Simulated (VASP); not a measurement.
Crystal: CoO.

```xyz
2
Lattice="1.5055 0.8692 2.4399 -1.5055 0.8692 2.4399 0.0000 -1.7384 2.4399" Properties=species:S:1:pos:R:3 pbc="T T T"
Co    0.0000    0.0000    0.0000
O     0.0000    0.0000    3.6599
```

* Program: VASP 6.6.1
* Task: relaxation of cell and atoms
* Functional: PBE
* Dispersion: D4
* Potentials or basis: VASP PAW PBE potentials, release 64 (Co, O)
* Cutoff: 600 eV
* k mesh: 11 × 11 × 11
* Occupations: fermi-dirac, width 0.05 eV
* Spin: collinear spin, ferromagnetic start
* Starting moments: [2.0, 0.0] μB

At the start: pressure -4.1 GPa; volume 9.58 Å³/atom.

Question: Where does the relaxation end?

Answer: Over 18 steps the energy falls by 6.8 meV/atom and the volume is 9.27 Å³/atom (-3.2 %); space group Fm-3m (No. 225, to 0.1 Å) before, R-3m (No. 166, to 0.1 Å); moment 2.77 μB per cell.

The path:
| step | energy change (eV) | largest force (eV/Å) | pressure (GPa) | volume (Å³) |
| --- | --- | --- | --- | --- |
| 1 | 0.0000 | 0.0000 | -4.12 | 19.16 |
| 2 | -0.0048 | 0.0000 | 2.02 | 18.48 |
| 3 | -0.0061 | 0.0000 | 0.02 | 18.69 |
| 4 | -0.0061 | 0.0000 | -0.06 | 18.70 |
| 5 | -0.0061 | 0.0000 | -0.07 | 18.70 |
| 6 | -0.0063 | 0.0000 | -0.07 | 18.70 |
| 7 | -0.0070 | 0.0000 | -0.07 | 18.69 |
| 8 | -0.0087 | 0.0000 | -0.10 | 18.68 |
| 9 | -0.0121 | 0.0000 | -0.32 | 18.65 |
| 10 | -0.0097 | 0.0000 | -1.06 | 18.55 |
| 11 | -0.0134 | 0.0000 | -0.50 | 18.63 |
| 12 | -0.0135 | 0.0000 | -0.58 | 18.61 |
| 13 | -0.0136 | 0.0000 | -0.34 | 18.58 |
| 14 | -0.0136 | 0.0000 | -0.24 | 18.56 |
| 15 | -0.0136 | 0.0000 | -0.20 | 18.56 |
| 16 | -0.0136 | 0.0000 | -0.24 | 18.56 |
| 17 | -0.0136 | 0.0000 | -0.12 | 18.55 |
| 18 | -0.0136 | 0.0000 | 0.06 | 18.54 |

Final structure:
```xyz
2
Lattice="1.5343 0.8858 2.2734 -1.5343 0.8858 2.2734 0.0000 -1.7716 2.2734" Properties=species:S:1:pos:R:3 pbc="T T T"
Co    0.0000    0.0000    0.0000
O     0.0000    0.0000    3.4100
```

Caveat: a cell with one magnetic atom can't hold antiferromagnetic order, which such compounds often take.
